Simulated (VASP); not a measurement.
Runs of VASP 6.6.1 on Co. The structure is that of space group Fm-3m (No. 225), or close to it. The cells are those of the table. 

| task | spin | cell | k mesh | cutoff (eV) | smearing | gap on the mesh (eV) | pressure (GPa) | moment (μB) | relaxed volume (Å³/atom) |
| --- | --- | --- | --- | --- | --- | --- | --- | --- | --- |
| relaxation of cell and atoms | off | relaxed from a = 2.502 Å, angles 60.0°, 1 atom | 15 × 15 × 15 | 600 | fermi-dirac 0.1 eV | none | 0.0 | - | 10.79 |
| single point | off | a = 2.514 Å, angles 60.0°, 1 atom | 17 × 17 × 17 | 520 | fermi-dirac 0.1 eV | none | (d) | - | - |
| single point | collinear, ferromagnetic start | a = 2.458 Å, angles 60.0°, 1 atom | 17 × 17 × 17 | 520 | fermi-dirac 0.05 eV | none | 18.4 | 1.59 | - |
| single point | collinear, ferromagnetic start | a = 2.527 Å, angles 60.0°, 1 atom | 17 × 17 × 17 | 520 | fermi-dirac 0.05 eV | none | -0.1 | 1.66 | - |
| single point | collinear, ferromagnetic start | a = 2.624 Å, angles 60.0°, 1 atom | 17 × 17 × 17 | 520 | fermi-dirac 0.05 eV | none | (a) | 1.70 | - |
| single point | off | a = 2.481 Å, angles 60.0°, 1 atom | 15 × 15 × 15 | 520 | fermi-dirac 0.1 eV | none | -0.1 | - | - |
| single point | collinear, ferromagnetic start | a = 2.527 Å, angles 60.0°, 1 atom | 25 × 25 × 25 | 520 | fermi-dirac 0.05 eV | none | (b) | 1.64 | - |
| single point | off | a = 2.577 Å, angles 60.0°, 1 atom | 17 × 17 × 17 | 520 | fermi-dirac 0.1 eV | none | -18.6 | - | - |
| single point | off | a = 2.481 Å, angles 60.0°, 1 atom | 25 × 25 × 25 | 520 | fermi-dirac 0.1 eV | none | -0.1 | - | - |
| relaxation of cell and atoms | collinear, ferromagnetic start | relaxed from a = 2.502 Å, angles 60.0°, 1 atom | 15 × 15 × 15 | 600 | fermi-dirac 0.05 eV | none | 0.0 | 1.64 | 11.39 |
| single point | collinear, ferromagnetic start | a = 2.493 Å, angles 60.0°, 1 atom | 17 × 17 × 17 | 520 | fermi-dirac 0.05 eV | none | (c) | 1.64 | - |
| single point | collinear, ferromagnetic start | a = 2.560 Å, angles 60.0°, 1 atom | 17 × 17 × 17 | 520 | fermi-dirac 0.05 eV | none | -6.8 | 1.67 | - |

Alike in all rows: level BLYP; potentials or basis VASP PAW PBE potentials, release 64 (Co).

Question: Fill in the values left out.

Answer: (a) -16.1; (b) -0.4; (c) 8.3; (d) -7.8.

Caveats: the PAW data sets were made with another functional, which shifts forces and pressure a little.

A gap of «none» marks levels without a gap at the run's occupations.
